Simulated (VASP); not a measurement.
Write the native input for VASP 6.6.1 that does the following.

| Item | Value |
| --- | --- |
| Task | single point |
| Functional | PBEsol |
| Dispersion | D4 |
| Potentials or basis | VASP PAW PBE potentials, release 64 (Cd, I) |
| Cutoff | 500 eV |
| k mesh | 6 × 6 × 4 |
| Occupations | gaussian, width 0.01 eV |
| Spin | no spin polarisation |
| Dipole correction | no |
| Further INCAR settings | ALGO = Normal; EDIFF = 1e-06; NBANDS = 20 |

The structure of CdI2 lies in POSCAR:

```
CdI2
1.0
    4.2470087284      0.0000000000      0.0000000000
   -2.1235043642      3.6780174489      0.0000000000
    0.0000000000      0.0000000000      6.8950251473
Cd I
1 2
Direct
    0.0000000000      0.0000000000      0.0000000000
    0.3333333333      0.6666666667      0.2493934756
    0.6666666667      0.3333333333      0.7506065244
```

These files were run (other wordings do the same):

INCAR

```
SYSTEM = CdI2
  ALGO = Normal
  EDIFF = 1E-6
  ENCUT = 500
  GGA = PS
  GGA_COMPAT = .FALSE.
  ISIF = 2
  ISMEAR = 0
  IVDW = 13
  LASPH = .TRUE.
  LCHARG = .FALSE.
  LREAL = .FALSE.
  LWAVE = .FALSE.
  NBANDS = 20
  NELM = 120
  PREC = Accurate
  SIGMA = 0.01
```

KPOINTS

```
k-points
0
G
  6 6 4
  0 0 0
```

Potentials or basis: VASP PAW PBE potentials, release 64 (Cd, I).

The run is started by

```sh
$ cat potpaw_PBE.64/Cd/POTCAR potpaw_PBE.64/I/POTCAR > POTCAR
$ mpirun -np 1 vasp_std > vasp.out
```

It gave:

The pressure is -1.4 GPa. The largest force is 0.117 eV/Å and the band gap on the k mesh is 2.29 eV, indirect (least direct gap 2.49 eV). The dispersion energy per atom is -0.202 eV.

Caveat: the PAW data sets were made with another functional, which shifts forces and pressure a little; spin-orbit coupling is left out, which moves the levels of the heavy elements.

Run time: 28 s on 1 thread of Intel(R) Xeon(R) Platinum 8375C CPU @ 2.90GHz (Ice Lake) (shared host), peak memory 0.23 GiB.
